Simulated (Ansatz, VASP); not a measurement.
**GaCo: VASP beside Ansatz**

Contents of INCAR:

```
  PREC = Accurate
  ENCUT = 520
  EDIFF = 1E-7
  ISMEAR = -1
  SIGMA = 0.05
  LREAL = F
  LASPH = T
  NELM = 150
  ALGO = Normal
  ISIF = 2
  LWAVE = F
  LCHARG = F
  ISPIN = 2
  MAGMOM = 0 0 0.02 0.02
  LORBIT = 11
  LMAXMIX = 4
  GGA = PE
  NBANDS = 34
```

File KPOINTS:

```
Automatic mesh
0
Gamma
  6 9 6
```

POSCAR

```
GaCo
1.0
   -2.8831000000      0.0000000000     -2.8831000000
    0.0000000000     -2.8831000000      0.0000000000
   -2.8831000000      0.0000000000      2.8831000000
Ga Co
2 2
Direct
    0.0000000000      0.5000000000      0.5000000000
    0.5000000000      0.5000000000      0.0000000000
    0.0000000000      0.0000000000      0.0000000000
    0.5000000000      0.0000000000      0.5000000000
```

Input for Ansatz:

```yaml
crystal:
  lattice:
    - [-2.8831, 0.0, -2.8831]
    - [0.0, -2.8831, 0.0]
    - [-2.8831, 0.0, 2.8831]
  atoms:
    - { symbol: Ga, position: [0.0, 0.5, 0.5] }
    - { symbol: Ga, position: [0.5, 0.5, 0.0] }
    - { symbol: Co, position: [0.0, 0.0, 0.0] }
    - { symbol: Co, position: [0.5, 0.0, 0.5] }
hamiltonian:
  xc: pbe
  pseudopotentials: { kind: paw }
basis:
  ecutwfc: 420
kpoints:
  mp_grid: { grid: [6, 9, 6] }
scf:
  occupations: { method: fermi_dirac, width: 0.05 }
  lower_state_search: "off"
output:
  forces: true
  stress: true
magnetization:
  spin_polarized: true
```

Alike in both runs: task single point; functional PBE; k mesh 6 × 9 × 6; occupations fermi-dirac, width 0.05 eV; collinear spin.

|  | VASP | Ansatz |
| --- | --- | --- |
| version | VASP 6.6.1 | Ansatz 0.2.0 |
| potentials or method | VASP PAW PBE potentials, release 64 (Ga_d, Co), cutoff 520 eV | PAW, plane waves, scalar-relativistic |
| valence electrons in the cell | 44 | 60 |

```csv
,VASP,Ansatz,Ansatz less VASP
pressure (GPa),0.0,-0.3,-0.23
"traceless stress, the component that is largest in VASP (GPa)",0.09,0.10,+0.014
net moment per atom (μB),0.00,0.01,+0.004
```

VASP's potentials hold 44 valence electrons a cell and Ansatz's 60, so a difference there can come from the potentials and not from the codes. Ansatz's warnings: no starting moments.
